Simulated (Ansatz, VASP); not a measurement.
Ti in VASP and in Ansatz

The input INCAR:

```
  ALGO = Fast
  EDIFF = 1E-7
  ENCUT = 520
  GGA = PE
  ISIF = 2
  ISMEAR = 0
  LASPH = True
  LCHARG = False
  LREAL = False
  LWAVE = False
  NBANDS = 12
  NELM = 60
  PREC = Accurate
  SIGMA = 0.15
```

KPOINTS

```
k-points
0
Gamma
  26 26 26
```

Contents of POSCAR:

```
Ti
1.0
   -1.5870589445      1.6277527636      1.6277527636
    1.5870589445     -1.6277527636      1.6277527636
    1.5870589445      1.6277527636     -1.6277527636
Ti
1
Direct
    0.0000000000      0.0000000000      0.0000000000
```

Input for Ansatz:

```yaml
crystal:
  lattice:
    - [-1.5870589445, 1.6277527636, 1.6277527636]
    - [1.5870589445, -1.6277527636, 1.6277527636]
    - [1.5870589445, 1.6277527636, -1.6277527636]
  atoms:
    - { symbol: Ti, position: [0.0, 0.0, 0.0] }
basis:
  ecutwfc: 420
kpoints:
  mp_grid: { grid: [26, 26, 26] }
hamiltonian:
  xc: pbe
scf:
  occupations: { method: gaussian, width: 0.15 }
output:
  forces: true
  stress: true
  eigenvalues: true
```

Change from the starting cell: strain -0.0250 x Voigt [1, 0, 0, 0, 0, 0], atoms carried along.

Alike in both runs: task single point; functional PBE; k mesh 26 × 26 × 26; occupations gaussian, width 0.15 eV; no spin polarisation.

|  | VASP | Ansatz |
| --- | --- | --- |
| version | VASP 6.6.1 | Ansatz 0.2.0 |
| potentials or method | VASP PAW PBE potentials, release 64 (Ti_sv), cutoff 520 eV | scalar-relativistic, plane waves, PAW |
| valence electrons in the cell | 12 | 12 |

```tsv
	VASP	Ansatz	Ansatz less VASP
gap on the k mesh at the Fermi level (eV)	none	none	-
pressure (GPa)	2.6	2.9	+0.31
traceless stress, the component that is largest in VASP (GPa)	-0.44	-0.43	+0.003
```

A gap of «none» marks a metal or a gap that the smearing closes.
